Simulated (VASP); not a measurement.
# Se (I4/mmm) in VASP: notebook, part 2 of 2

VASP 6.6.1. Earlier steps stand in the parts before.

## 4. Single point, PBEsol (strain +0.050 along x and y, -0.050 along z)

INCAR reads:

```
PREC     = Accurate       # precision mode
ENCUT    = 520            # plane-wave cutoff, eV
EDIFF    = 1E-6           # SCF threshold, eV
ISMEAR   = 0              # smearing method
SIGMA    = 0.15           # smearing width, eV
LREAL    = False          # projectors in reciprocal space
LASPH    = True           # aspherical terms in the spheres
NELM     = 60             # most SCF steps
ALGO     = Normal         # electronic algorithm
ISIF     = 2              # what is computed and relaxed
LWAVE    = False          # write WAVECAR
LCHARG   = True           # write CHGCAR
GGA      = PS             # functional
LELF     = True           # ELF
LVHAR    = True         
NBANDS   = 9              # bands
```

KPOINTS reads:

```
regular mesh
0
Gamma
  20 20 20
```

POSCAR reads:

```
Se
1.0
   -1.7886210456      1.7886210456      1.6182761842
    1.7886210456     -1.7886210456      1.6182761842
    1.7886210456      1.7886210456     -1.6182761842
Se
1
Direct
    0.0000000000      0.0000000000      0.0000000000
```

Potentials or basis: VASP PAW PBE potentials, release 64 (Se).

The run is started by

```bash
> cat potpaw_PBE.64/Se/POTCAR > POTCAR
> mpirun -np 1 vasp_std > vasp.out
```

OUTCAR:

```text
PREC = Accurate
   ENCUT = 520
   EDIFF = 1E-6
   ISMEAR = 0
   LREAL = False
   LASPH = True
   NELM = 60
   ISIF = 2
   GGA = PS

 ion  position               nearest neighbor table
   1  0.000  0.000  0.000-

  LATTYP: Found a body centered tetragonal cell.
 ALAT       =     3.5772420912
 C/A-ratio  =     0.9047619048

  Lattice vectors:

 A1 = (  -1.7886210456,   1.7886210456,   1.6182761842)
 A2 = (   1.7886210456,  -1.7886210456,   1.6182761842)
 A3 = (   1.7886210456,   1.7886210456,  -1.6182761842)

Analysis of symmetry for initial positions (statically):
=====================================================================
 Subroutine PRICEL returns:
 Original cell was already a primitive cell.

 Routine SETGRP: Setting up the symmetry group for a
 body centered tetragonal supercell.

 Subroutine GETGRP returns: Found 16 space group operations
 (whereof 16 operations were pure point group operations)
 out of a pool of 16 trial point group operations.

The static configuration has the point symmetry D_4h.

Analysis of symmetry for dynamics (positions and initial velocities):
=====================================================================
 Subroutine PRICEL returns:
 Original cell was already a primitive cell.

 Routine SETGRP: Setting up the symmetry group for a
 body centered tetragonal supercell.

 Subroutine GETGRP returns: Found 16 space group operations
 (whereof 16 operations were pure point group operations)
 out of a pool of 16 trial point group operations.

The dynamic configuration has the point symmetry D_4h.

 Subroutine INISYM returns: Found 16 space group operations
 (whereof 16 operations are pure point group operations),
 and found     1 'primitive' translations

----------------------------------------------------------------------------------------

                                     Primitive cell

  volume of cell :      20.7085

  direct lattice vectors                    reciprocal lattice vectors
    -1.788621046  1.788621046  1.618276184     0.000000000  0.279544961  0.308970746
     1.788621046 -1.788621046  1.618276184     0.279544961  0.000000000  0.308970746
     1.788621046  1.788621046 -1.618276184     0.279544961  0.279544961  0.000000000

  length of vectors
     3.002856690  3.002856690  3.002856690     0.416663302  0.416663302  0.395336275

  position of ions in fractional coordinates (direct lattice)
     0.000000000  0.000000000  0.000000000

  ion indices of the primitive-cell ions
   primitive index   ion index
                 1           1

----------------------------------------------------------------------------------------

 KPOINTS: regular mesh

Automatic generation of k-mesh.
 Grid dimensions read from file:
 generate k-points for:   20   20   20

 Generating k-lattice:

  Cartesian coordinates                     Fractional coordinates (reciprocal lattice)
     0.000000000  0.013977248  0.015448537     0.050000000  0.000000000  0.000000000
     0.013977248  0.000000000  0.015448537     0.000000000  0.050000000  0.000000000
     0.013977248  0.013977248  0.000000000     0.000000000  0.000000000  0.050000000

  Length of vectors
     0.020833165  0.020833165  0.019766814

  Shift w.r.t. Gamma in fractional coordinates (k-lattice)
     0.000000000  0.000000000  0.000000000

 Subroutine IBZKPT returns following result:
 ===========================================

 Found    641 irreducible k-points:

 Following reciprocal coordinates:
            Coordinates               Weight
  0.000000  0.000000  0.000000      1.000000
  0.050000  0.000000  0.000000      8.000000
  0.100000  0.000000  0.000000      8.000000
  0.150000  0.000000  0.000000      8.000000
  0.200000  0.000000  0.000000      8.000000
  0.250000 -0.000000  0.000000      8.000000
[... 16 lines left out ...]
 -0.400000  0.050000 -0.000000     16.000000
 -0.350000  0.050000  0.000000     16.000000
 [... further k-points ...]
   k-points           NKPTS =    641   k-points in BZ     NKDIM =    641   number of bands    NBANDS=      9
   number of dos      NEDOS =    301   number of ions     NIONS =      1
   total plane-waves  NPLWV =  13824
   dimension x,y,z NGX =    24 NGY =   24 NGZ =   24
   dimension x,y,z NGXF=    48 NGYF=   48 NGZF=   48
   ions per type =               1
   NGX,Y,Z   is equivalent  to a cutoff of  13.29, 13.29, 13.29 a.u.
   NGXF,Y,Z  is equivalent  to a cutoff of  26.57, 26.57, 26.57 a.u.
 SYSTEM =  unknown system
   PREC   = accura    normal or accurate (medium, high low for compatibility)
   ISTART =      0    job   : 0-new  1-cont  2-samecut
   ICHARG =      2    charge: 1-file 2-atom 10-const
   ISPIN  =      1    spin polarized calculation?
   LNONCOLLINEAR =      F non collinear calculations
   LSORBIT =      F    spin-orbit coupling
   LASPH  =      T    aspherical Exc in radial PAW
   ENCUT  =  520.0 eV  38.22 Ry    6.18 a.u.   5.58  5.58  5.58*2*pi/ulx,y,z
   NELM   =     60;   NELMIN=  2; NELMDL= -5     # of ELM steps
   EDIFF  = 0.1E-05   stopping-criterion for ELM
   LREAL  =      F    real-space projection
   EDIFFG = 0.1E-04   stopping-criterion for IOM
   NSW    =      0    number of steps for IOM
   IBRION =     -1    ionic relax: 0-MD 1-quasi-New 2-CG
   NFREE  =      0    steps in history (QN), initial steepest desc. (CG)
   ISIF   =      2    stress and relaxation
   ISYM   =      2    0-nonsym 1-usesym 2-fastsym
   POTIM  = 0.5000    time-step for ionic-motion
   TEBEG  =    0.0;   TEEND  =   0.0 temperature during run
   PSTRESS=    0.0 pullay stress
   NELECT =       6.0000    total number of electrons
   NUPDOWN=      -1.0000    fix difference up-down
   EMIN   =  10.00;   EMAX   =-10.00  energy-range for DOS
   EFERMI =   0.00;   METHOD = LEGACY
   ISMEAR =     0;   SIGMA  =   0.15  broadening in eV -4-tet -1-fermi 0-gaus
   EFERMI_NEDOS =   21; number of points for ismear=-14 and -15
   IALGO  =     38    algorithm
   IMIX   =      4    mixing-type and parameters
     AMIX     =   0.40;   BMIX     =  1.00
     AMIX_MAG =   1.60;   BMIX_MAG =  1.00
  volume/ion in A,a.u.               =      20.71       139.75
  Fermi-wavevector in a.u.,A,eV,Ry     =   1.083284  2.047109 15.966481  1.173503
  Thomas-Fermi vector in A             =   2.219346
   LORBIT       =      0    0 simple, 1 ext, 2 COOP (PROOUT), +10 PAW based schemes
   GGA     = PS    functional components
   LHFCALC =     F    Hartree Fock is set to
   AEXX    =    0.0000 exact exchange contribution
   IVDW    =     0    specifies the selected vdW correction
   LEPSILON=     F    determine dielectric tensor
   LRPA    =     F    only Hartree local field effects (RPA)
 non-spin polarized calculation
 Gauss-broadening in eV      SIGMA  =   0.15
  energy-cutoff  :      520.00
  volume of cell :       20.71
 maximum number of plane-waves:       578
   NGX = 11   NGY = 11   NGZ = 11

 number of electron       6.0000000 magnetization

 Free energy of the ion-electron system (eV)
  ---------------------------------------------------
  ext. energy  EPLUGINS =         0.00000000
  ---------------------------------------------------
  free energy    TOTEN  =        -3.34738339 eV

  energy without entropy =       -3.33775966  energy(sigma->0) =       -3.34257153

 E-fermi :   5.1958     XC(G=0): -10.6387

 val. band max:        5.1900421199   @ k =  -0.3500   0.5000   0.2000
 cond. band min:       5.1960279441   @ k =  -0.3500   0.2000  -0.0000
 fundamental gap:      0.0059858241
 Fermi energy:         5.1958299868

 k-point     1 :       0.0000    0.0000    0.0000
  band No.  band energies     occupation
      1     -10.8118      2.00000
      2       7.9018      0.00000
      3       7.9018      0.00000
      4       8.3091      0.00000
      5      15.8053      0.00000
      6      16.2866      0.00000
      7      18.3163      0.00000
      8      18.3163      0.00000
      9      19.3427      0.00000

 k-point     2 :       0.0500    0.0000    0.0000
  band No.  band energies     occupation
      1     -10.7581      2.00000
      2       7.6966      0.00000
      3       7.7877      0.00000
      4       8.1524      0.00000
      5      16.0301      0.00000
      6      16.3315      0.00000
      7      18.0679      0.00000
      8      18.1833      0.00000
      9      19.2711      0.00000
[... 253 lines left out ...]
 k-point    24 :      -0.3500    0.0500    0.0000
  band No.  band energies     occupation
      1      -8.7240      2.00000
      2       1.3513      2.00000
      3       5.3660      0.10858
      4       6.9674      0.00000
      5      12.8433      0.00000
      6      13.9896      0.00000
      7      20.7700      0.00000
      8      21.3351      0.00000
      9      23.1324      0.00000

 [... further k-points ...]
[... 5 lines left out ...]
  --------------------------------------------------------------------------------------
  -------------------------------------------------------------------------------------
  Total       -0.8914185     -0.8914185     -0.1401696      0.0000000     -0.0000000      0.0000000
  in kB      -68.9672538    -68.9672538    -10.8446386      0.0000000     -0.0000000      0.0000000
  external PRESSURE =     -49.5930487 kB  Pullay stress =       0.0000000 kB

 VOLUME and BASIS-vectors are now :
 -----------------------------------------------------------------------------
  energy-cutoff  :      520.00
  volume of cell :       20.71
      direct lattice vectors                 reciprocal lattice vectors
    -1.788621046  1.788621046  1.618276184     0.000000000  0.279544961  0.308970746
     1.788621046 -1.788621046  1.618276184     0.279544961  0.000000000  0.308970746
     1.788621046  1.788621046 -1.618276184     0.279544961  0.279544961  0.000000000

 POSITION                                       TOTAL-FORCE (eV/Angst)
 -----------------------------------------------------------------------------------
      0.00000      0.00000      0.00000         0.000000      0.000000      0.000000
 -----------------------------------------------------------------------------------
    total drift:                                0.000000     -0.000000      0.000000

  FREE ENERGIE OF THE ION-ELECTRON SYSTEM (eV)
  ---------------------------------------------------
  free  energy   TOTEN  =        -3.3473833940 eV

  energy  without entropy=       -3.3377596606  energy(sigma->0) =       -3.34257153
```

Wall time 23 s (1 thread of Intel Xeon 6975P-C (Granite Rapids), shared host); peak memory 0.23 GiB.

What came out:

```yaml
Free_energy: -3.3474 eV
Pressure: -5.0 GPa
Band_gap_on_the_k_mesh: zero (bands 3 and 4 overlap by 6.16 eV)
```

Stress tensor (GPa, compression positive):
```
-6.90  0.00  0.00
 0.00 -6.90  0.00
 0.00  0.00 -1.08
```

Caveat: the cell differs from its parent crystal (strain +0.050 along x and y, -0.050 along z); the stress differs along the axes, from -7 to -1 GPa; the PAW data sets were made with another functional, which shifts forces and pressure a little.

## 5. The runs side by side

| cell | gap on the mesh (eV) | pressure (GPa) |
| --- | --- | --- |
| a = 2.879 Å, angles 111.6, 111.6, 105.3°, 1 atom | none | 5.1 |
| a = 2.905 Å, angles 112.3, 112.3, 104.0°, 1 atom | none | 2.6 |
| a = 3.003 Å, angles 106.9, 106.9, 114.8°, 1 atom | none | -5.0 |

Alike in all rows: task single point; level PBEsol; potentials or basis VASP PAW PBE potentials, release 64 (Se); no spin polarisation; k mesh 20 × 20 × 20; cutoff (eV) 520; smearing gaussian 0.15 eV.

Caveats: the PAW data sets were made with another functional, which shifts forces and pressure a little; the stress differs along the axes, from 1 to 7 GPa (at least some runs); the stress differs along the axes, from -2 to 5 GPa (at least some runs); the stress differs along the axes, from -7 to -1 GPa (at least some runs).

Total energies depend on the potentials used, so only differences within one code and one set of settings carry meaning.

The gap in the log of VASP goes by the Fermi energy; the results here count the filled bands.